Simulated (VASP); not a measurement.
Set up this calculation in VASP 6.6.1, as the native input.

| Quantity | Value |
| --- | --- |
| Task | relaxation of cell and atoms |
| Functional | PBE |
| Potentials or basis | VASP PAW PBE potentials, release 64 (Li_sv, B) |
| Cutoff | 600 eV |
| k mesh | 6 × 6 × 4 |
| Occupations | gaussian, width 0.1 eV |
| Spin | no spin polarisation |
| Dipole correction | no |
| Further INCAR settings | ALGO = Normal; EDIFF = 1e-06; IBRION = 2; EDIFFG = -0.04; NSW = 90; ISIF = 3 |

The structure of Li2B3 lies in POSCAR:

```
Li2B3
1.0
    3.4226294367      0.0000000000      0.0000000000
   -1.7113147184      2.9640840399      0.0000000000
    0.0000000000      0.0000000000      4.1325094096
Li B
2 3
Direct
    0.3333333333      0.6666666667      0.1380000000
    0.6666666667      0.3333333333      0.8620000000
    0.0000000000      0.0000000000      0.0000000000
    0.3333333333      0.6666666667      0.6250000000
    0.6666666667      0.3333333333      0.3750000000
```

These files were run (other wordings do the same):

INCAR

```
ALGO     = Normal         # electronic algorithm
EDIFF    = 1E-6           # SCF threshold, eV
EDIFFG   = -0.04          # ionic threshold
ENCUT    = 600            # plane-wave cutoff, eV
GGA      = PE             # functional
IBRION   = 2              # ionic algorithm
ISIF     = 3              # what is computed and relaxed
ISMEAR   = 0              # smearing method
LASPH    = T              # aspherical terms in the spheres
LCHARG   = F              # write CHGCAR
LREAL    = F              # projectors in reciprocal space
LWAVE    = F              # write WAVECAR
NELM     = 80             # most SCF steps
NSW      = 90             # ionic steps
PREC     = Accurate       # precision mode
SIGMA    = 0.1            # smearing width, eV
```

KPOINTS

```
k-points
0
Gamma
  6 6 4
```

Potentials or basis: VASP PAW PBE potentials, release 64 (Li_sv, B).

Run with:

```sh
$ cat potpaw_PBE.64/Li_sv/POTCAR potpaw_PBE.64/B/POTCAR > POTCAR
$ mpirun -np 1 vasp_std > vasp.out
```

Results of the run:

```
Relaxed volume                        : 8.32 Å³/atom
Relaxed cell                          : a = 3.333 Å, b = 3.333 Å, c = 4.326 Å, α = 90.00°, β = 90.00°, γ = 120.00°
Space group after relaxing (to 0.1 Å) : P-3m1 (No. 164)
Energy gained by relaxing             : 26.5 meV/atom
Ionic steps                           : 10
Pressure after relaxing               : 0.0 GPa
Largest force after relaxing          : 0.016 eV/Å
Band gap on the k mesh                : zero (an odd number of electrons rules out a gap without spin polarisation)
```

Caveat: the k points lie up to 0.36 Å⁻¹ apart in the final cell, too coarse for converged energies and pressures of a metal; the cutoff is under 1.25 times the usual one of these potentials, so pressure, stress and relaxed cells hold a basis-set (Pulay) error.

Run time: 48 s on 1 thread of Intel(R) Xeon(R) Platinum 8488C (Sapphire Rapids), with other jobs on the host, peak memory 0.16 GiB.
